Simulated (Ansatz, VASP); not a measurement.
## In2O3: VASP beside Ansatz

Contents of POSCAR:

```
In2O3
1.0
    2.7263656039      1.5740679153      4.8049244792
   -2.7263656039      1.5740679153      4.8049244792
    0.0000000000     -3.1481358306      4.8049244792
In O
4 6
Direct
    0.6425649565      0.6425649565      0.6425649565
    0.8574350435      0.8574350435      0.8574350435
    0.3574350435      0.3574350435      0.3574350435
    0.1425649565      0.1425649565      0.1425649565
    0.0462262828      0.7500000000      0.4537737172
    0.7500000000      0.4537737172      0.0462262828
    0.4537737172      0.0462262828      0.7500000000
    0.9537737172      0.2500000000      0.5462262828
    0.5462262828      0.9537737172      0.2500000000
    0.2500000000      0.5462262828      0.9537737172
```

The input INCAR.step1:

```
SYSTEM = In2O3
PREC = Accurate
ENCUT = 520
ISMEAR = 0
SIGMA = 0.01
LREAL = .False.
LASPH = .True.
NELM = 100
NBANDS = 55
GGA = PE
ALGO = Normal
EDIFF = 1E-4
LWAVE = .True.
LCHARG = .False.
```

Contents of INCAR.step2:

```
SYSTEM = In2O3
PREC = Accurate
ENCUT = 520
EDIFF = 1E-7
ISMEAR = 0
SIGMA = 0.01
LREAL = .False.
LASPH = .True.
NELM = 100
ALGO = Normal
ISIF = 2
LWAVE = .False.
LCHARG = .False.
METAGGA = R2SCAN
LMIXTAU = .True.
NBANDS = 55
ISTART = 1
```

File KPOINTS:

```
Automatic mesh
0
Gamma
  6 6 6
  0 0 0
```

Input for Ansatz:

```yaml
crystal:
  lattice:
    - [2.7263656039, 1.5740679153, 4.8049244792]
    - [-2.7263656039, 1.5740679153, 4.8049244792]
    - [0.0, -3.1481358306, 4.8049244792]
  atoms:
    - { symbol: In, position: [0.6425649565, 0.6425649565, 0.6425649565] }
    - { symbol: In, position: [0.8574350435, 0.8574350435, 0.8574350435] }
    - { symbol: In, position: [0.3574350435, 0.3574350435, 0.3574350435] }
    - { symbol: In, position: [0.1425649565, 0.1425649565, 0.1425649565] }
    - { symbol: O, position: [0.0462262828, 0.75, 0.4537737172] }
    - { symbol: O, position: [0.75, 0.4537737172, 0.0462262828] }
    - { symbol: O, position: [0.4537737172, 0.0462262828, 0.75] }
    - { symbol: O, position: [0.9537737172, 0.25, 0.5462262828] }
    - { symbol: O, position: [0.5462262828, 0.9537737172, 0.25] }
    - { symbol: O, position: [0.25, 0.5462262828, 0.9537737172] }
kpoints:
  mp_grid: { grid: [6, 6, 6] }
  band_path:
    path:
      - [0.0, 0.0, 0.0]
      - [0.5, 0.5, 0.5]
      - [0.7617877973, 0.2382122027, 0.5]
      - [0.5, -0.2382122027, 0.2382122027]
      - [0.5, 0.0, 0.0]
      - [0.3691061014, -0.3691061014, 0.0]
      - [0.6308938986, 0.0, 0.3691061014]
      - [0.5, 0.0, 0.5]
      - [0.020833, 0.03125, 0.322917]
    npoints: 1
hamiltonian:
  xc: r2scan
scf:
  occupations: { method: fixed }
  n_extra_bands: 6
output:
  forces: true
  stress: true
  eigenvalues: true
  write_density: true
  write_potential: true
  elf: true
  volumetric_format: npy
```

Change from the starting cell: hydrostatic strain -1.0%.

Alike in both runs: task single point; functional r2SCAN; k mesh 6 × 6 × 6; no spin polarisation.

|  | VASP | Ansatz |
| --- | --- | --- |
| version | VASP 6.6.1 | Ansatz 0.2.0 |
| potentials or method | VASP PAW PBE potentials, release 64 (In_d, O) | plane waves, PAW |
| plane-wave cutoff (eV) | 520 | 500 |
| occupations | gaussian, width 0.01 eV | fixed |
| valence electrons in the cell | 88 | 88 |

Ansatz gave:

| Quantity | Value |
| --- | --- |
| gap on the k mesh at the Fermi level (eV) | 2.01 |
| pressure (GPa) | 5.8 |
| traceless stress, the component that is largest in VASP (GPa) | -0.80 |
| rms of the force components (eV/Å) | 0.000 |

Task: What did VASP give for the same quantities?

Result: gap on the k mesh at the Fermi level (eV): 2.03; pressure (GPa): 7.0; traceless stress, the component that is largest in VASP (GPa): -0.89; rms of the force components (eV/Å): 0.010.

VASP's potentials were made for PBE, not for r2SCAN. Atom by atom the forces differ by 0.010 eV/Å (rms over components).
